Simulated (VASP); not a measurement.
Be:

```
Be
1.0
     4.01869    0.00000    0.00000
     0.00000    4.01869    0.00000
     0.00000    0.00000    4.01869
Be
8
Direct
  0.00000 0.00000 0.00000
  0.50000 0.50000 0.50000
  0.25000 0.00000 0.50000
  0.75000 0.00000 0.50000
  0.50000 0.25000 0.00000
  0.50000 0.75000 0.00000
  0.00000 0.50000 0.25000
  0.00000 0.50000 0.75000
```

| Item | Value |
| --- | --- |
| Program | VASP 6.6.1 |
| Task | relaxation of cell and atoms |
| Functional | LDA |
| Potentials or basis | VASP PAW LDA potentials, release 64 (Be) |
| Cutoff | 600 eV |
| k mesh | 6 × 6 × 6 |
| Occupations | fermi-dirac, width 0.1 eV |
| Spin | no spin polarisation |

At the start: pressure -5.6 GPa; volume 8.11 Å³/atom.

How do energy, volume and symmetry change on relaxing?

Over 3 steps the energy falls by 7.1 meV/atom and the volume is 7.72 Å³/atom (-4.8 %); space group Pm-3n (No. 223, to 0.1 Å) before and after.

Step by step:
```csv
step,energy change (eV),largest force (eV/Å),pressure (GPa),volume (Å³)
1,0.0000,0.0000,-5.63,64.90
2,-0.0556,0.0000,-0.97,62.26
3,-0.0571,0.0000,-0.02,61.78
```

Final structure:
```
Be
1.0
     3.95314    0.00000    0.00000
     0.00000    3.95314    0.00000
     0.00000    0.00000    3.95314
Be
8
Cartesian
  0.0000 0.0000 0.0000
  1.9766 1.9766 1.9766
  0.9883 0.0000 1.9766
  2.9649 0.0000 1.9766
  1.9766 0.9883 0.0000
  1.9766 2.9649 0.0000
  0.0000 1.9766 0.9883
  0.0000 1.9766 2.9649
```
